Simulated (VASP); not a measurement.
# SiO2 (sol) (P4_2/mnm) in VASP: notebook

The runs below take SiO2 (sol) through single point, relaxation of cell and atoms, with PBEsol.

Program: VASP 6.6.1. These are calculated values, not measurements. Logs are shortened: lines on timing, memory, paths and dates and some standing lists are left out, and cuts for length are marked.

## 1. The cell of the first run

Symmetry: P4_2/mnm, No. 136, tetragonal system. Conventional cell: a = 4.186 Å, b = 4.186 Å, c = 2.668 Å, α = 90.00°, β = 90.00°, γ = 90.00°. Si (site symmetry mmm) has 6 O at 1.76 to 1.81 Å within 2.3 Å. O (site symmetry m2m) has 3 Si at 1.76 to 1.81 Å and 1 O at 2.30 Å within 2.3 Å.

## 2. Single point, PBEsol

The input, INCAR:

```
SYSTEM = SiO2
PREC = Accurate
ENCUT = 520
EDIFF = 1E-6
ISMEAR = 0
SIGMA = 0.1
LREAL = .False.
LASPH = .True.
NELM = 100
ALGO = Normal
ISIF = 2
LWAVE = .False.
LCHARG = .False.
GGA = PS
NBANDS = 25
```

The input, KPOINTS:

```
regular mesh
0
Gamma
  4 4 6
  0 0 0
```

The input, POSCAR:

```
SiO2
1.0
    4.1865000000      0.0000000000      0.0000000000
    0.0000000000      4.1865000000      0.0000000000
    0.0000000000      0.0000000000      2.6684000000
Si O
2 4
Direct
    0.0000000000      0.0000000000      0.0000000000
    0.5000000000      0.5000000000      0.5000000000
    0.3059000000      0.3059000000      0.0000000000
    0.1941000000      0.8059000000      0.5000000000
    0.6941000000      0.6941000000      0.0000000000
    0.8059000000      0.1941000000      0.5000000000
```

Potentials or basis: VASP PAW PBE potentials, release 64 (Si, O).

On the command line:

```
$ cat potpaw_PBE.64/Si/POTCAR potpaw_PBE.64/O/POTCAR > POTCAR
$ mpirun -np 1 vasp_std > vasp.out
```

OUTCAR:

```text
SYSTEM = SiO2
   PREC = Accurate
   ENCUT = 520
   EDIFF = 1E-6
   ISMEAR = 0
   LREAL = .False.
   LASPH = .True.
   NELM = 100
   ISIF = 2
   GGA = PS

 ion  position               nearest neighbor table
   1  0.000  0.000  0.000-   4 1.76   6 1.76   4 1.76   6 1.76   5 1.81   3 1.81
   2  0.500  0.500  0.500-   3 1.76   5 1.76   3 1.76   5 1.76   4 1.81   6 1.81
   3  0.306  0.306  0.000-   2 1.76   2 1.76   1 1.81
   4  0.194  0.806  0.500-   1 1.76   1 1.76   2 1.81
   5  0.694  0.694  0.000-   2 1.76   2 1.76   1 1.81
   6  0.806  0.194  0.500-   1 1.76   1 1.76   2 1.81

  LATTYP: Found a simple tetragonal cell.
 ALAT       =     4.1865000000
 C/A-ratio  =     0.6373820614

  Lattice vectors:

 A1 = (   4.1865000000,   0.0000000000,   0.0000000000)
 A2 = (   0.0000000000,   4.1865000000,   0.0000000000)
 A3 = (   0.0000000000,   0.0000000000,   2.6684000000)

Analysis of symmetry for initial positions (statically):
=====================================================================
 Subroutine PRICEL returns:
 Original cell was already a primitive cell.

 Routine SETGRP: Setting up the symmetry group for a
 simple tetragonal supercell.

 Subroutine GETGRP returns: Found 16 space group operations
 (whereof  8 operations were pure point group operations)
 out of a pool of 16 trial point group operations.

The static configuration has the point symmetry D_2h.
 The point group associated with its full space group is D_4h.

Analysis of symmetry for dynamics (positions and initial velocities):
=====================================================================
 Subroutine PRICEL returns:
 Original cell was already a primitive cell.

 Routine SETGRP: Setting up the symmetry group for a
 simple tetragonal supercell.

 Subroutine GETGRP returns: Found 16 space group operations
 (whereof  8 operations were pure point group operations)
 out of a pool of 16 trial point group operations.

The dynamic configuration has the point symmetry D_2h.
 The point group associated with its full space group is D_4h.

 Subroutine INISYM returns: Found 16 space group operations
 (whereof  8 operations are pure point group operations),
 and found     1 'primitive' translations

----------------------------------------------------------------------------------------

                                     Primitive cell

  volume of cell :      46.7685

  direct lattice vectors                    reciprocal lattice vectors
     4.186500000  0.000000000  0.000000000     0.238863012  0.000000000  0.000000000
     0.000000000  4.186500000  0.000000000     0.000000000  0.238863012  0.000000000
     0.000000000  0.000000000  2.668400000     0.000000000  0.000000000  0.374756408

  length of vectors
     4.186500000  4.186500000  2.668400000     0.238863012  0.238863012  0.374756408

  position of ions in fractional coordinates (direct lattice)
     0.000000000  0.000000000  0.000000000
     0.500000000  0.500000000  0.500000000
     0.305900000  0.305900000  0.000000000
     0.194100000  0.805900000  0.500000000
     0.694100000  0.694100000  0.000000000
     0.805900000  0.194100000  0.500000000

  ion indices of the primitive-cell ions
   primitive index   ion index
                 1           1
                 2           2
                 3           3
                 4           4
                 5           5
                 6           6

----------------------------------------------------------------------------------------

 KPOINTS: regular mesh

Automatic generation of k-mesh.
 Grid dimensions read from file:
 generate k-points for:    4    4    6

 Generating k-lattice:

  Cartesian coordinates                     Fractional coordinates (reciprocal lattice)
     0.059715753  0.000000000  0.000000000     0.250000000  0.000000000  0.000000000
     0.000000000  0.059715753  0.000000000     0.000000000  0.250000000  0.000000000
     0.000000000  0.000000000  0.062459401     0.000000000  0.000000000  0.166666667

  Length of vectors
     0.059715753  0.059715753  0.062459401

  Shift w.r.t. Gamma in fractional coordinates (k-lattice)
     0.000000000  0.000000000  0.000000000

 Subroutine IBZKPT returns following result:
 ===========================================

 Found     24 irreducible k-points:

 Following reciprocal coordinates:
            Coordinates               Weight
  0.000000  0.000000  0.000000      1.000000
  0.250000  0.000000  0.000000      4.000000
  0.500000  0.000000  0.000000      2.000000
  0.250000  0.250000  0.000000      4.000000
  0.500000  0.250000  0.000000      4.000000
  0.500000  0.500000  0.000000      1.000000
[... 16 lines left out ...]
  0.500000  0.250000  0.500000      4.000000
  0.500000  0.500000  0.500000      1.000000
   k-points           NKPTS =     24   k-points in BZ     NKDIM =     24   number of bands    NBANDS=     25
   number of dos      NEDOS =    301   number of ions     NIONS =      6
   total plane-waves  NPLWV =  20480
   dimension x,y,z NGX =    32 NGY =   32 NGZ =   20
   dimension x,y,z NGXF=    64 NGYF=   64 NGZF=   40
   ions per type =               2   4
   NGX,Y,Z   is equivalent  to a cutoff of  12.71, 12.71, 12.46 a.u.
   NGXF,Y,Z  is equivalent  to a cutoff of  25.41, 25.41, 24.92 a.u.
 SYSTEM =  SiO2
   PREC   = accura    normal or accurate (medium, high low for compatibility)
   ISTART =      0    job   : 0-new  1-cont  2-samecut
   ICHARG =      2    charge: 1-file 2-atom 10-const
   ISPIN  =      1    spin polarized calculation?
   LNONCOLLINEAR =      F non collinear calculations
   LSORBIT =      F    spin-orbit coupling
   LASPH  =      T    aspherical Exc in radial PAW
   ENCUT  =  520.0 eV  38.22 Ry    6.18 a.u.   7.78  7.78  4.96*2*pi/ulx,y,z
   NELM   =    100;   NELMIN=  2; NELMDL= -5     # of ELM steps
   EDIFF  = 0.1E-05   stopping-criterion for ELM
   LREAL  =      F    real-space projection
   EDIFFG = 0.1E-04   stopping-criterion for IOM
   NSW    =      0    number of steps for IOM
   IBRION =     -1    ionic relax: 0-MD 1-quasi-New 2-CG
   NFREE  =      0    steps in history (QN), initial steepest desc. (CG)
   ISIF   =      2    stress and relaxation
   ISYM   =      2    0-nonsym 1-usesym 2-fastsym
   POTIM  = 0.5000    time-step for ionic-motion
   TEBEG  =    0.0;   TEEND  =   0.0 temperature during run
   PSTRESS=    0.0 pullay stress
   NELECT =      32.0000    total number of electrons
   NUPDOWN=      -1.0000    fix difference up-down
   EMIN   =  10.00;   EMAX   =-10.00  energy-range for DOS
   EFERMI =   0.00;   METHOD = LEGACY
   ISMEAR =     0;   SIGMA  =   0.10  broadening in eV -4-tet -1-fermi 0-gaus
   EFERMI_NEDOS =   21; number of points for ismear=-14 and -15
   IALGO  =     38    algorithm
   IMIX   =      4    mixing-type and parameters
     AMIX     =   0.40;   BMIX     =  1.00
     AMIX_MAG =   1.60;   BMIX_MAG =  1.00
  volume/ion in A,a.u.               =       7.79        52.60
  Fermi-wavevector in a.u.,A,eV,Ry     =   1.442582  2.726084 28.314299  2.081042
  Thomas-Fermi vector in A             =   2.561086
   LORBIT       =      0    0 simple, 1 ext, 2 COOP (PROOUT), +10 PAW based schemes
   GGA     = PS    functional components
   LHFCALC =     F    Hartree Fock is set to
   AEXX    =    0.0000 exact exchange contribution
   IVDW    =     0    specifies the selected vdW correction
   LEPSILON=     F    determine dielectric tensor
   LRPA    =     F    only Hartree local field effects (RPA)
 non-spin polarized calculation
 Gauss-broadening in eV      SIGMA  =   0.10
  energy-cutoff  :      520.00
  volume of cell :       46.77
 maximum number of plane-waves:      1282
 NGX is ok and might be reduce to    32
   NGX = 15   NGY = 15   NGZ =  9

 number of electron      31.9999977 magnetization

 Free energy of the ion-electron system (eV)
  ---------------------------------------------------
  ext. energy  EPLUGINS =         0.00000000
  ---------------------------------------------------
  free energy    TOTEN  =       -48.97925701 eV

  energy without entropy =      -48.97925701  energy(sigma->0) =      -48.97925701

 E-fermi :   8.5657     XC(G=0): -12.5066

 val. band max:        8.1101454792   @ k =   0.0000   0.0000   0.0000
 cond. band min:      13.6061949832   @ k =   0.0000   0.0000   0.0000
 fundamental gap:      5.4960495040
 Fermi energy:         8.5656560260

 k-point     1 :       0.0000    0.0000    0.0000
  band No.  band energies     occupation
      1     -14.4220      2.00000
      2     -10.7588      2.00000
      3     -10.7588      2.00000
      4     -10.5213      2.00000
      5      -2.8113      2.00000
      6       1.6180      2.00000
[... 17 lines left out ...]
     24      22.2223      0.00000
     25      23.7140      0.00000

 k-point     2 :       0.2500    0.0000    0.0000
  band No.  band energies     occupation
      1     -14.0960      2.00000
      2     -11.8757      2.00000
      3     -10.5964      2.00000
      4     -10.0724      2.00000
      5      -2.3880      2.00000
      6       0.3089      2.00000
[... 17 lines left out ...]
     24      21.4639      0.00000
     25      23.2541      0.00000

 k-point     3 :       0.5000    0.0000    0.0000
  band No.  band energies     occupation
      1     -13.1763      2.00000
      2     -13.1763      2.00000
      3     -10.2337      2.00000
      4     -10.2337      2.00000
      5      -1.2760      2.00000
      6      -1.2760      2.00000
[... 552 lines left out ...]
 k-point    23 :       0.5000    0.2500    0.5000
  band No.  band energies     occupation
      1     -11.3942      2.00000
      2     -11.3942      2.00000
      3     -10.1939      2.00000
      4     -10.1939      2.00000
      5      -2.2139      2.00000
      6      -2.2139      2.00000
[... 17 lines left out ...]
     24      21.5264      0.00000
     25      23.3730      0.00000

 k-point    24 :       0.5000    0.5000    0.5000
  band No.  band energies     occupation
      1     -11.3542      2.00000
      2     -11.3542      2.00000
      3     -10.1628      2.00000
      4     -10.1628      2.00000
      5      -2.7207      2.00000
      6      -2.7207      2.00000
[... 17 lines left out ...]
     24      21.8957      0.00000
     25      23.5869      0.00000

------------------------ aborting loop because EDIFF is reached ----------------------------------------

  FORCE on cell =-STRESS in cart. coord.  units (eV):
  Direction    XX          YY          ZZ          XY          YZ          ZX
  --------------------------------------------------------------------------------------
  -------------------------------------------------------------------------------------
  Total        0.6874768      0.6874768      1.4034113      0.0000000      0.0000000      0.0000000
  in kB       23.5513341     23.5513341     48.0775625      0.0000000      0.0000000      0.0000000
  external PRESSURE =      31.7267436 kB  Pullay stress =       0.0000000 kB

 VOLUME and BASIS-vectors are now :
 -----------------------------------------------------------------------------
  energy-cutoff  :      520.00
  volume of cell :       46.77
      direct lattice vectors                 reciprocal lattice vectors
     4.186500000  0.000000000  0.000000000     0.238863012  0.000000000  0.000000000
     0.000000000  4.186500000  0.000000000     0.000000000  0.238863012  0.000000000
     0.000000000  0.000000000  2.668400000     0.000000000  0.000000000  0.374756408

 POSITION                                       TOTAL-FORCE (eV/Angst)
 -----------------------------------------------------------------------------------
      0.00000      0.00000      0.00000         0.000000      0.000000      0.000000
      2.09325      2.09325      1.33420         0.000000      0.000000      0.000000
      1.28065      1.28065      0.00000        -0.032810     -0.032810     -0.000000
      0.81260      3.37390      1.33420         0.032810     -0.032810     -0.000000
      2.90585      2.90585      0.00000         0.032810      0.032810      0.000000
      3.37390      0.81260      1.33420        -0.032810      0.032810      0.000000
 -----------------------------------------------------------------------------------
    total drift:                                0.000000      0.000000     -0.000000

  FREE ENERGIE OF THE ION-ELECTRON SYSTEM (eV)
  ---------------------------------------------------
  free  energy   TOTEN  =       -48.9792570114 eV

  energy  without entropy=      -48.9792570114  energy(sigma->0) =      -48.97925701
```

It took 38 s on 1 thread of Intel Xeon 8259CL, shared host; peak memory 0.13 GiB.

Results:

| Item | Value |
| --- | --- |
| Free energy | -48.9793 eV |
| Pressure | 3.2 GPa |
| Largest force | 0.046 eV/Å |
| Band gap on the k mesh | 5.50 eV, direct |

Forces in eV/Å, atoms in the order of the input:
```
Si   0.000  0.000  0.000
Si   0.000  0.000  0.000
O   -0.033 -0.033  0.000
O    0.033 -0.033  0.000
O    0.033  0.033  0.000
O   -0.033  0.033  0.000
```

Stress tensor (GPa, compression positive):
```
2.36 0.00 0.00
0.00 2.36 0.00
0.00 0.00 4.81
```

Levels at points of the mesh, in eV from the valence-band top:
```csv
k point,band 13,band 14,band 15,band 16,band 17,band 18,band 19,band 20
"(0.00, 0.00, 0.00)",-2.52,-0.89,-0.89,0.00,5.50,6.53,8.33,8.33
"(0.50, 0.00, 0.00)",-2.69,-2.69,-1.08,-1.08,7.62,7.62,8.90,8.90
"(0.50, 0.50, 0.00)",-2.70,-2.70,-2.31,-2.31,7.30,7.30,9.90,9.90
"(0.00, 0.00, 0.50)",-3.12,-3.12,-2.71,-2.71,8.96,8.96,12.41,12.41
"(0.50, 0.00, 0.50)",-2.30,-2.30,-1.78,-1.78,8.64,8.64,9.68,9.68
"(0.50, 0.50, 0.50)",-1.78,-1.78,-1.57,-1.57,7.03,7.03,10.80,10.80
```

Caveat: the PAW data sets were made with another functional, which shifts forces and pressure a little.

## 3. Single point, PBEsol

This run uses another cell than the first one, of 7.85 Å³/atom, 1.008 times its volume.

The input, INCAR:

```
SYSTEM = SiO2
ALGO     = Normal         ! electronic algorithm
EDIFF    = 1E-6           ! SCF threshold, eV
ENCUT    = 520            ! plane-wave cutoff, eV
GGA      = PS             ! functional
ISIF     = 2              ! what is computed and relaxed
ISMEAR   = 0              ! smearing method
LASPH    = .True.         ! aspherical terms in the spheres
LCHARG   = .False.        ! write CHGCAR
LREAL    = .False.        ! projectors in reciprocal space
LWAVE    = .False.        ! write WAVECAR
NBANDS   = 25             ! bands
NELM     = 60             ! most SCF steps
PREC     = Accurate       ! precision mode
SIGMA    = 0.02           ! smearing width, eV
```

The input, KPOINTS:

```
k-points
0
Gamma
  6 6 8
  0 0 0
```

The input, POSCAR:

```
SiO2
1.0
    4.1944457223      0.0000000000      0.0000000000
    0.0000000000      4.1944457223      0.0000000000
    0.0000000000      0.0000000000      2.6782679265
Si O
2 4
Direct
    0.0000000000      0.0000000000      0.0000000000
    0.5000000000      0.5000000000      0.5000000000
    0.3060464290      0.3060464290      0.0000000000
    0.1939535710      0.8060464290      0.5000000000
    0.6939535710      0.6939535710      0.0000000000
    0.8060464290      0.1939535710      0.5000000000
```

Potentials or basis: VASP PAW PBE potentials, release 64 (Si, O).

On the command line:

```
$ cat potpaw_PBE.64/Si/POTCAR potpaw_PBE.64/O/POTCAR > POTCAR
$ mpirun -np 1 vasp_std > vasp.out
```

Run time: 75 s. Hardware: 1 thread of Intel Xeon 8259CL, shared host; peak memory 0.15 GiB.

It converged, with:

| Item | Value |
| --- | --- |
| Free energy | -48.9853 eV |
| Pressure | 0.7 GPa |
| Largest force | 0.034 eV/Å |
| Band gap on the k mesh | 5.36 eV, direct |

Forces in eV/Å, atoms in the order of the input:
```
Si   0.000  0.000  0.000
Si   0.000  0.000  0.000
O   -0.024 -0.024  0.000
O    0.024 -0.024  0.000
O    0.024  0.024  0.000
O   -0.024  0.024  0.000
```

Stress tensor (GPa, compression positive):
```
0.41 0.00 0.00
0.00 0.41 0.00
0.00 0.00 1.35
```

Levels at points of the mesh, in eV from the valence-band top:
| k point | band 14 | band 15 | band 16 | band 17 | band 18 | band 19 |
| --- | --- | --- | --- | --- | --- | --- |
| (0.00, 0.00, 0.00) | -0.88 | -0.88 | 0.00 | 5.36 | 6.47 | 8.24 |
| (0.50, 0.00, 0.00) | -2.69 | -1.07 | -1.07 | 7.51 | 7.51 | 8.82 |
| (0.50, 0.50, 0.00) | -2.68 | -2.27 | -2.27 | 7.19 | 7.19 | 9.81 |
| (0.00, 0.00, 0.50) | -3.09 | -2.68 | -2.68 | 8.87 | 8.87 | 12.34 |
| (0.50, 0.00, 0.50) | -2.28 | -1.76 | -1.76 | 8.57 | 8.57 | 9.61 |
| (0.50, 0.50, 0.50) | -1.77 | -1.55 | -1.55 | 6.96 | 6.96 | 10.74 |

Caveat: the PAW data sets were made with another functional, which shifts forces and pressure a little. A k mesh can miss the band edges.

(Part 1 of 2 ends here.)
